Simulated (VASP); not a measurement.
Wanted: the native input for a VASP 6.6.1 run.

```
Task                   : relaxation of cell and atoms
Functional             : LDA
Potentials or basis    : VASP PAW LDA potentials, release 64 (Mg, S)
Cutoff                 : 600 eV
k mesh                 : 6 × 6 × 6
Occupations            : gaussian, width 0.02 eV
Spin                   : no spin polarisation
Dipole correction      : no
Further INCAR settings : ALGO = Normal; EDIFF = 1e-07; IBRION = 2; EDIFFG = -0.002; NSW = 100; ISIF = 3
```

The structure of MgS lies in POSCAR:

```
MgS
1.0
    0.0000000000      2.6043975600      2.6043975600
    2.6043975600      0.0000000000      2.6043975600
    2.6043975600      2.6043975600      0.0000000000
Mg S
1 1
Direct
    0.0000000000      0.0000000000      0.0000000000
    0.5000000000      0.5000000000      0.5000000000
```

One way to write it, as run:

INCAR

```
SYSTEM = MgS
  PREC = Accurate
  ENCUT = 600
  EDIFF = 1E-7
  ISMEAR = 0
  SIGMA = 0.02
  LREAL = .FALSE.
  LASPH = .TRUE.
  NELM = 120
  ALGO = Normal
  ISIF = 3
  LWAVE = .FALSE.
  LCHARG = .FALSE.
  IBRION = 2
  NSW = 100
  EDIFFG = -0.002
  GGA_COMPAT = .FALSE.
  NELMIN = 4
```

KPOINTS

```
regular mesh
0
G
  6 6 6
  0 0 0
```

Potentials or basis: VASP PAW LDA potentials, release 64 (Mg, S).

Run with:

```sh
$ cat potpaw_LDA.64/Mg/POTCAR potpaw_LDA.64/S/POTCAR > POTCAR
$ mpirun -np 1 vasp_std > vasp.out
```

Results of the run:

The relaxed volume is 16.76 Å³/atom, the relaxed cell is a = 3.619 Å, b = 3.619 Å, c = 3.619 Å, α = 60.00°, β = 60.00°, γ = 60.00° and the space group after relaxing (to 0.1 Å) is Fm-3m (No. 225). The energy gained by relaxing is 11.8 meV/atom, the ionic steps are 3 and the pressure after relaxing is 0.0 GPa. The band gap on the k mesh is 2.66 eV (least direct gap 3.89 eV).

It took 11 s on 1 thread of Intel(R) Xeon(R) Platinum 8488C (Sapphire Rapids), with other jobs on the host, peak memory 0.15 GiB.
